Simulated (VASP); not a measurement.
A run of VASP 6.6.1 is set up as follows.

The input POSCAR:

```
SiGe2N4
1.0
    7.9320061844      0.0000000000      0.0140370444
    0.0000000000      3.0185033197      0.0000000000
   -3.9538272634      0.0000000000      6.8081239431
Si Ge N
2 4 8
Direct
    0.4089316143      0.2500000000      0.1746471430
    0.5910683857      0.7500000000      0.8253528570
    0.1773753880      0.7500000000      0.7721103904
    0.2372103269      0.7500000000      0.4046666318
    0.7627896731      0.2500000000      0.5953333682
    0.8226246120      0.2500000000      0.2278896096
    0.6581783573      0.2500000000      0.3285702482
    0.3418216427      0.7500000000      0.6714297518
    0.3056425423      0.2500000000      0.3231387434
    0.3400491184      0.7500000000      0.0416406981
    0.9714848340      0.7500000000      0.3001350814
    0.0285151660      0.2500000000      0.6998649186
    0.6943574577      0.7500000000      0.6768612566
    0.6599508816      0.2500000000      0.9583593019
```

The input INCAR.step1:

```
SYSTEM = SiGe2N4
  PREC = Accurate
  ENCUT = 520
  EDIFF = 1E-5
  ISMEAR = 0
  SIGMA = 0.01
  LREAL = .FALSE.
  LASPH = .TRUE.
  NELM = 60
  ALGO = Normal
  ISIF = 2
  LWAVE = .TRUE.
  LCHARG = .FALSE.
  NBANDS = 65
  GGA = PE
  KPAR = 8
```

File INCAR.step2:

```
SYSTEM = SiGe2N4
  PREC = Accurate
  ENCUT = 520
  EDIFF = 1E-6
  ISMEAR = 0
  SIGMA = 0.01
  LREAL = .FALSE.
  LASPH = .TRUE.
  NELM = 60
  ALGO = Normal
  ISIF = 2
  LWAVE = .FALSE.
  LCHARG = .FALSE.
  GGA = PE
  LHFCALC = .TRUE.
  AEXX = 0.25
  PRECFOCK = Fast
  NBANDS = 65
  ISTART = 1
  KPAR = 8
```

The input KPOINTS:

```
Automatic mesh
0
G
  2 6 2
  0 0 0
```

Potentials or basis: VASP PAW PBE potentials, release 64 (Si, Ge_d, N).

Launch:

```sh
$ cat potpaw_PBE.64/Si/POTCAR potpaw_PBE.64/Ge_d/POTCAR potpaw_PBE.64/N/POTCAR > POTCAR
$ cp INCAR.step1 INCAR
$ mpirun -np 8 vasp_std > vasp.out
$ cp INCAR.step2 INCAR
$ mpirun -np 8 vasp_std > vasp.out
```

(1) Predict the pressure.

(2) Estimate the band gap on the k mesh.

Answers

(1) -1.5 GPa.

(2) 5.29 eV (least direct gap 5.34 eV).

Caveat: the k points lie up to 0.46 Å⁻¹ apart; the PAW data sets were made with another functional, which shifts forces and pressure a little.
